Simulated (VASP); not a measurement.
# BAs (Pmmm) in VASP: further runs, part 2 of 2

VASP 6.6.1. Earlier steps stand in the parts before.

### 4 Single point, PBEsol-based global hybrid with 25 % exact exchange

This run uses another cell than the first one, of 12.23 Å³/atom.

Input file POSCAR:

```
BAs
1.0
    2.8687172509      0.0000000000      0.0000000000
    0.0000000000      2.5130432175      0.0000000000
    0.0000000000      0.0000000000      3.3936956894
B As
1 1
Direct
    0.0000000000      0.5000000000      0.0000000000
    0.5000000000      0.5000000000      0.5000000000
```

Input file INCAR.step1:

```
SYSTEM = BAs
ALGO = Normal
EDIFF = 1E-5
ENCUT = 420
GGA = PE
GGA_COMPAT = .FALSE.
ISIF = 2
ISMEAR = -1
LASPH = .TRUE.
LCHARG = .FALSE.
LREAL = .FALSE.
LWAVE = .TRUE.
NBANDS = 16
NELM = 120
PREC = Accurate
SIGMA = 0.05
```

Input file INCAR.step2:

```
SYSTEM = BAs
AEXX = 0.25
ALGO = Normal
EDIFF = 1E-6
ENCUT = 420
GGA = PS
GGA_COMPAT = .FALSE.
ISIF = 2
ISMEAR = -1
ISTART = 1
LASPH = .TRUE.
LCHARG = .FALSE.
LHFCALC = .TRUE.
LREAL = .FALSE.
LWAVE = .FALSE.
NBANDS = 16
NELM = 120
PREC = Accurate
PRECFOCK = Normal
SIGMA = 0.05
```

Input file KPOINTS:

```
k-points
0
G
  6 4 3
  0 0 0
```

Potentials or basis: VASP PAW PBE potentials, release 64 (B, As_d).

Command:

```sh
$ cat potpaw_PBE.64/B/POTCAR potpaw_PBE.64/As_d/POTCAR > POTCAR
$ cp INCAR.step1 INCAR
$ mpirun -np 1 vasp_std > vasp.out
$ cp INCAR.step2 INCAR
$ mpirun -np 1 vasp_std > vasp.out
```

OUTCAR:

```text
SYSTEM = BAs
   AEXX = 0.25
   EDIFF = 1E-6
   ENCUT = 420
   GGA = PS
   ISIF = 2
   ISMEAR = -1
   ISTART = 1
   LASPH = .TRUE.
   LHFCALC = .TRUE.
   LREAL = .FALSE.
   NELM = 120
   PREC = Accurate
   PRECFOCK = Normal

 ion  position               nearest neighbor table
   1  0.000  0.500  0.000-   2 2.22   2 2.22   2 2.22   2 2.22
   2  0.500  0.500  0.500-   1 2.22   1 2.22   1 2.22   1 2.22

  LATTYP: Found a simple orthorhombic cell.
 ALAT       =     2.5130432175
 B/A-ratio  =     1.1415312044
 C/A-ratio  =     1.3504326809

  Lattice vectors:

 A1 = (   0.0000000000,  -2.5130432175,   0.0000000000)
 A2 = (   2.8687172509,   0.0000000000,   0.0000000000)
 A3 = (   0.0000000000,   0.0000000000,   3.3936956894)

Analysis of symmetry for initial positions (statically):
=====================================================================
 Subroutine PRICEL returns:
 Original cell was already a primitive cell.

 Routine SETGRP: Setting up the symmetry group for a
 simple orthorhombic supercell.

 Subroutine GETGRP returns: Found  8 space group operations
 (whereof  8 operations were pure point group operations)
 out of a pool of  8 trial point group operations.

The static configuration has the point symmetry D_2h.

Analysis of symmetry for dynamics (positions and initial velocities):
=====================================================================
 Subroutine PRICEL returns:
 Original cell was already a primitive cell.

 Routine SETGRP: Setting up the symmetry group for a
 simple orthorhombic supercell.

 Subroutine GETGRP returns: Found  8 space group operations
 (whereof  8 operations were pure point group operations)
 out of a pool of  8 trial point group operations.

The dynamic configuration has the point symmetry D_2h.

 Subroutine INISYM returns: Found  8 space group operations
 (whereof  8 operations are pure point group operations),
 and found     1 'primitive' translations

----------------------------------------------------------------------------------------

                                     Primitive cell

[... 117 lines left out ...]
   ENCUT4O =  -1.0   cutoff for four orbital integrals eV
   NKREDX  =     1    reduce k-point grid by
   NKREDY  =     1    reduce k-point grid by
   NKREDZ  =     1    reduce k-point grid by
   AEXX    =    0.2500 exact exchange contribution
   HFSCREEN=    0.0000 screening length (either q_TF or 0.3 A-1)
   HFSCREENC=   0.0000 screening length for correlation (either q_TF or 0.3 A-1)
   ENCUTFOCK=  -1.0 apply spherical cutoff to Coloumb kernel
   IVDW    =     0    specifies the selected vdW correction
   LEPSILON=     F    determine dielectric tensor
   LRPA    =     F    only Hartree local field effects (RPA)
 non-spin polarized calculation
  energy-cutoff  :      420.00
  volume of cell :       24.47
 maximum number of plane-waves:       496
 NGX is ok and might be reduce to    20
  NGX = 16; NGY = 14; NGZ = 18

 number of electron      18.0000007 magnetization

 Free energy of the ion-electron system (eV)
  ---------------------------------------------------
  ext. energy  EPLUGINS =         0.00000000
  ---------------------------------------------------
  free energy    TOTEN  =       -12.03630076 eV

  energy without entropy =      -12.03437201  energy(sigma->0) =      -12.03533638

 E-fermi :   5.6641     XC(G=0):  -9.5582

 val. band max:        5.6640939307   @ k =   0.0000   0.2500   0.0000
 cond. band min:       6.3588835709   @ k =   0.1667   0.5000   0.3333
 fundamental gap:      0.6947896402
 Fermi energy:         5.6641138961

 k-point     1 :       0.0000    0.0000    0.0000
  band No.  band energies     occupation
      1     -34.8559      2.00000
      2     -34.7414      2.00000
      3     -34.7327      2.00000
      4     -34.6972      2.00000
      5     -34.6613      2.00000
      6     -12.9595      2.00000
[... 433 lines left out ...]
      3     -34.7251      2.00000
      4     -34.6992      2.00000
      5     -34.6387      2.00000
      6      -3.4379      2.00000
[... 8 lines left out ...]
     15      19.4899      0.00000
     16      27.4198      0.00000

------------------------ aborting loop because EDIFF is reached ----------------------------------------

  FORCE on cell =-STRESS in cart. coord.  units (eV):
  Direction    XX          YY          ZZ          XY          YZ          ZX
  --------------------------------------------------------------------------------------
  -------------------------------------------------------------------------------------
  Total       -0.0754588      0.0751234      0.0523222      0.0000000      0.0000000      0.0000000
  in kB       -4.9415115      4.9195499      3.4263804      0.0000000      0.0000000      0.0000000
  external PRESSURE =       1.1348063 kB  Pullay stress =       0.0000000 kB

 VOLUME and BASIS-vectors are now :
 -----------------------------------------------------------------------------
  energy-cutoff  :      420.00
  volume of cell :       24.47
      direct lattice vectors                 reciprocal lattice vectors
     2.868717251  0.000000000  0.000000000     0.348587857  0.000000000  0.000000000
     0.000000000  2.513043217  0.000000000     0.000000000  0.397923917  0.000000000
     0.000000000  0.000000000  3.393695689     0.000000000  0.000000000  0.294664016

 POSITION                                       TOTAL-FORCE (eV/Angst)
 -----------------------------------------------------------------------------------
      0.00000      1.25652      0.00000         0.000000      0.000000      0.000000
      1.43436      1.25652      1.69685         0.000000      0.000000      0.000000
 -----------------------------------------------------------------------------------
    total drift:                                0.000000      0.000000      0.000000

  FREE ENERGIE OF THE ION-ELECTRON SYSTEM (eV)
  ---------------------------------------------------
  free  energy   TOTEN  =       -12.0363007628 eV

  energy  without entropy=      -12.0343720054  energy(sigma->0) =      -12.03533638
```

OUTCAR.step1:

```text
SYSTEM = BAs
   EDIFF = 1E-5
   ENCUT = 420
   GGA = PE
   ISIF = 2
   ISMEAR = -1
   LASPH = .TRUE.
[... 676 lines left out ...]
      0.00000      1.25652      0.00000         0.000000      0.000000      0.000000
      1.43436      1.25652      1.69685         0.000000      0.000000      0.000000
 -----------------------------------------------------------------------------------
    total drift:                               -0.000000      0.000000      0.000000

  FREE ENERGIE OF THE ION-ELECTRON SYSTEM (eV)
  ---------------------------------------------------
  free  energy   TOTEN  =        -8.9741942773 eV

  energy  without entropy=       -8.9704617403  energy(sigma->0) =       -8.97232801
```

It took 8.4 min on 1 thread of Intel Xeon Platinum 8259CL at 2.50GHz (Skylake/Cascade Lake), shared host; peak memory 0.13 GiB.

What came out:

- Free energy: -12.0363 eV
- Pressure: 0.1 GPa
- Band gap on the k mesh: zero (bands 9 and 10 overlap by 6.02 eV)

Levels at points of the mesh, in eV from the Fermi level:
```csv
k point,band 7,band 8,band 9,band 10,band 11,band 12
"(0.00, 0.00, 0.00)",-6.11,-3.24,-1.46,5.14,6.22,10.63
"(0.50, 0.00, 0.00)",-12.18,-0.80,-0.72,1.60,3.05,8.34
"(0.00, 0.50, 0.00)",-9.78,-3.34,1.90,2.11,3.36,8.45
"(0.50, 0.50, 0.00)",-8.25,-6.27,-3.57,2.22,3.25,5.99
```

Caveat: the k points lie up to 0.63 Å⁻¹ apart, too coarse for converged energies and pressures of a metal; the PAW data sets were made with another functional, which shifts forces and pressure a little.

### 5 Single point, PBE0, non-collinear spin, zero start, spin-orbit coupling

This run uses another cell than the first one, of 16.72 Å³/atom.

Input file POSCAR:

```
BAs
1.0
    2.1275493300      0.0000000000      0.0000000000
    0.0000000000      3.1740629400      0.0000000000
    0.0000000000      0.0000000000      4.9509801800
B As
1 1
Direct
    0.0000000000      0.5000000000      0.0000000000
    0.5000000000      0.5000000000      0.5000000000
```

Input file INCAR.step1:

```
ALGO = Normal
EDIFF = 1E-5
ENCUT = 420
GGA = PE
GGA_COMPAT = False
ISIF = 2
ISMEAR = -1
LASPH = True
LORBIT = 11
LORBMOM = True
LREAL = False
LSORBIT = True
LWAVE = True
MAGMOM = 0 0 0 0 0 0
NBANDS = 30
NELM = 200
PREC = Accurate
SIGMA = 0.05
```

Input file INCAR.step2:

```
AEXX = 0.25
ALGO = Normal
EDIFF = 1E-6
ENCUT = 420
GGA = PE
GGA_COMPAT = False
ISIF = 2
ISMEAR = -1
ISTART = 1
LASPH = True
LCHARG = True
LHFCALC = True
LORBIT = 11
LORBMOM = True
LREAL = False
LSORBIT = True
LVHAR = True
LWAVE = False
MAGMOM = 0 0 0 0 0 0
NBANDS = 30
NELM = 200
PREC = Accurate
PRECFOCK = Normal
SIGMA = 0.05
```

Input file KPOINTS:

```
k-points
0
Gamma
  5 4 3
```

Potentials or basis: VASP PAW PBE potentials, release 64 (B, As_d).

Command:

```sh
$ cat potpaw_PBE.64/B/POTCAR potpaw_PBE.64/As_d/POTCAR > POTCAR
$ cp INCAR.step1 INCAR
$ mpirun -np 1 vasp_ncl > vasp.out
$ cp INCAR.step2 INCAR
$ mpirun -np 1 vasp_ncl > vasp.out
```

OUTCAR:

```text
AEXX = 0.25
   EDIFF = 1E-6
   ENCUT = 420
   GGA = PE
   ISIF = 2
   ISMEAR = -1
   ISTART = 1
   LASPH = True
   LHFCALC = True
   LORBIT = 11
   LREAL = False
   LSORBIT = True
   NELM = 200
   PREC = Accurate
   PRECFOCK = Normal

 ion  position               nearest neighbor table
   1  0.000  0.500  0.000-
   2  0.500  0.500  0.500-

  LATTYP: Found a simple orthorhombic cell.
 ALAT       =     2.1275493300
 B/A-ratio  =     1.4918868838
 C/A-ratio  =     2.3270812621

  Lattice vectors:

 A1 = (   2.1275493300,   0.0000000000,   0.0000000000)
 A2 = (   0.0000000000,   3.1740629400,   0.0000000000)
 A3 = (   0.0000000000,   0.0000000000,   4.9509801800)
[... 883 lines left out ...]
    -0.0007013    -0.0001807     0.0000000    -0.0001700     0.0000000
 l=   3
     0.0000000     0.0000000     0.0000000     0.0000000     0.0000000     0.0000000     0.0000000
     0.0000000     0.0000000     0.0000000     0.0000000     0.0000000     0.0000000     0.0000000
     0.0000000     0.0000000     0.0000000     0.0000000     0.0000000     0.0000000     0.0000000
     0.0000000     0.0000000     0.0000000     0.0000000     0.0000000     0.0000000     0.0000000
     0.0000000     0.0000000     0.0000000     0.0000000     0.0000000     0.0000000     0.0000000
     0.0000000     0.0000000     0.0000000     0.0000000     0.0000000     0.0000000     0.0000000
     0.0000000     0.0000000     0.0000000     0.0000000     0.0000000     0.0000000     0.0000000

 total charge

# of ion       s       p       d       tot
------------------------------------------
    1        0.713   0.664   0.000   1.378
    2        1.632   2.046  10.203  13.881
--------------------------------------------------
tot          2.346   2.711  10.203  15.259

 magnetization (x)

# of ion       s       p       d       tot
------------------------------------------
    1        0.000   0.000   0.000   0.000
    2        0.000   0.000   0.000   0.000
--------------------------------------------------
tot          0.000   0.000   0.000   0.000

 magnetization (y)

# of ion       s       p       d       tot
------------------------------------------
    1        0.000   0.000   0.000   0.000
    2        0.000   0.000   0.000   0.000
--------------------------------------------------
tot          0.000   0.000   0.000   0.000

 magnetization (z)

# of ion       s       p       d       tot
------------------------------------------
    1        0.000   0.000   0.000   0.000
    2        0.000   0.000   0.000   0.000
--------------------------------------------------
tot          0.000   0.000   0.000   0.000
```

Run time: 24 min. Hardware: 1 thread of AMD EPYC 9R45 (Zen 5), shared host; peak memory 0.19 GiB.

What came out:

```yaml
Free_energy: -9.7150 eV
Pressure: 3.2 GPa
Net_moment: 0.03 μB per cell
Valence_electrons_inside_the_program's_atomic_spheres: B 1.38; As 13.88
```

Stress tensor (GPa, compression positive):
```
 26.63   0.00   0.00
  0.00 -10.18   0.00
  0.00   0.00  -6.79
```

Moments on the atoms (μB; x, y, z):
```
B   0.00 0.00 0.00
As  0.00 0.00 0.00
```

Caveat: the k points lie up to 0.59 Å⁻¹ apart; the PAW data sets were made with another functional, which shifts forces and pressure a little; this functional lacks dispersion, which binds layers or chains, so the pressure and a relaxed spacing across them are unreliable.

### 6 Single point, PBEsol-based screened hybrid with 25 % exact exchange

This run uses another cell than the first one, of 16.72 Å³/atom.

POSCAR is that of step 5.

Input file INCAR.step1:

```
SYSTEM = BAs
PREC     = Accurate       ! precision mode
ENCUT    = 520            ! plane-wave cutoff, eV
EDIFF    = 1E-5           ! SCF threshold, eV
ISMEAR   = -1             ! smearing method
SIGMA    = 0.05           ! smearing width, eV
LREAL    = .False.        ! projectors in reciprocal space
LASPH    = .True.         ! aspherical terms in the spheres
NELM     = 80             ! most SCF steps
ALGO     = Normal         ! electronic algorithm
ISIF     = 2              ! what is computed and relaxed
LWAVE    = .True.         ! write WAVECAR
LCHARG   = .False.        ! write CHGCAR
GGA      = PE             ! functional
NBANDS   = 11             ! bands
```

Input file INCAR.step2:

```
SYSTEM = BAs
PREC     = Accurate       ! precision mode
ENCUT    = 520            ! plane-wave cutoff, eV
EDIFF    = 1E-7           ! SCF threshold, eV
ISMEAR   = -1             ! smearing method
SIGMA    = 0.05           ! smearing width, eV
LREAL    = .False.        ! projectors in reciprocal space
LASPH    = .True.         ! aspherical terms in the spheres
NELM     = 80             ! most SCF steps
ALGO     = Normal         ! electronic algorithm
ISIF     = 2              ! what is computed and relaxed
LWAVE    = .False.        ! write WAVECAR
LCHARG   = .False.        ! write CHGCAR
GGA      = PS             ! functional
LHFCALC  = .True.         ! exact exchange
AEXX     = 0.25           ! exact-exchange fraction
HFSCREEN = 0.207          ! screening, 1/A
PRECFOCK = Normal       
ISTART   = 1            
NBANDS   = 11             ! bands
```

Input file KPOINTS:

```
regular mesh
0
Gamma
  6 4 3
  0 0 0
```

Potentials or basis: VASP PAW PBE potentials, release 64 (B, As).

Command:

```sh
$ cat potpaw_PBE.64/B/POTCAR potpaw_PBE.64/As/POTCAR > POTCAR
$ cp INCAR.step1 INCAR
$ mpirun -np 1 vasp_std > vasp.out
$ cp INCAR.step2 INCAR
$ mpirun -np 1 vasp_std > vasp.out
```

It took 2.1 min on 1 thread of Intel Xeon Platinum 8488C (Sapphire Rapids), shared host; peak memory 0.25 GiB.

The run converged. Its results:

| Item | Value |
| --- | --- |
| Free energy | -8.8213 eV |
| Pressure | 4.5 GPa |
| Band gap on the k mesh | zero (bands 4 and 5 overlap by 2.96 eV) |

Stress tensor (GPa, compression positive):
```
 33.02   0.00   0.00
  0.00  -9.00   0.00
  0.00   0.00 -10.64
```

Levels at points of the mesh, in eV from the Fermi level:
| k point | band 1 | band 2 | band 3 | band 4 | band 5 | band 6 | band 7 | band 8 |
| --- | --- | --- | --- | --- | --- | --- | --- | --- |
| (0.00, 0.00, 0.00) | -17.59 | -9.22 | -7.68 | -1.30 | 3.17 | 5.29 | 6.24 | 11.67 |
| (0.50, 0.00, 0.00) | -8.93 | -8.15 | -2.68 | -1.01 | 1.46 | 1.55 | 6.49 | 6.50 |
| (0.00, 0.50, 0.00) | -16.29 | -7.75 | -7.72 | -6.54 | -1.93 | 3.65 | 6.82 | 12.79 |
| (0.50, 0.50, 0.00) | -8.01 | -6.50 | -1.73 | 0.33 | 0.60 | 2.26 | 2.46 | 2.65 |

Caveat: the k points lie up to 0.49 Å⁻¹ apart, too coarse for converged energies and pressures of a metal; the PAW data sets were made with another functional, which shifts forces and pressure a little.

### 7 Summary

```csv
level,potentials or basis,spin,cell,k mesh,cutoff (eV),grid for exact exchange (PRECFOCK),share of exact exchange,screening parameter,gap on the mesh (eV),pressure (GPa)
BLYP+D3(BJ),"VASP PAW PBE potentials, release 64 (B, As_d)",off,"a = 2.627, b = 2.501, c = 4.748 Å, 2 atoms",12 × 8 × 6,560,-,-,-,none,0.2
B3LYP,"VASP PAW PBE potentials, release 64 (B, As_d)",off,"a = 2.490, b = 2.565, c = 4.572 Å, 2 atoms",6 × 4 × 3,420,Normal,0.2,-,none,0.2
PBEsol-based global hybrid with 25 % exact exchange,"VASP PAW PBE potentials, release 64 (B, As_d)",off,"a = 2.869, b = 2.513, c = 3.394 Å, 2 atoms",6 × 4 × 3,420,Normal,0.25,-,none,0.1
PBE0,"VASP PAW PBE potentials, release 64 (B, As_d)","non-collinear, zero start, SOC","a = 2.128, b = 3.174, c = 4.951 Å, 2 atoms",5 × 4 × 3,420,Normal,0.25,-,-,3.2
PBEsol-based screened hybrid with 25 % exact exchange,"VASP PAW PBE potentials, release 64 (B, As)",off,"a = 2.128, b = 3.174, c = 4.951 Å, 2 atoms",6 × 4 × 3,520,Normal,0.25,0.207 1/Å,none,4.5
```

Alike in all rows: task single point; smearing fermi-dirac 0.05 eV.

Caveats: some runs use coarse meshes; the PAW data sets were made with another functional, which shifts forces and pressure a little; this functional lacks dispersion, which binds layers or chains, so the pressure and a relaxed spacing across them are unreliable (at least some runs).

Total energies depend on the potentials used, so only differences within one code and one set of settings carry meaning.

The gap in the log of VASP goes by the Fermi energy; the results here count the filled bands.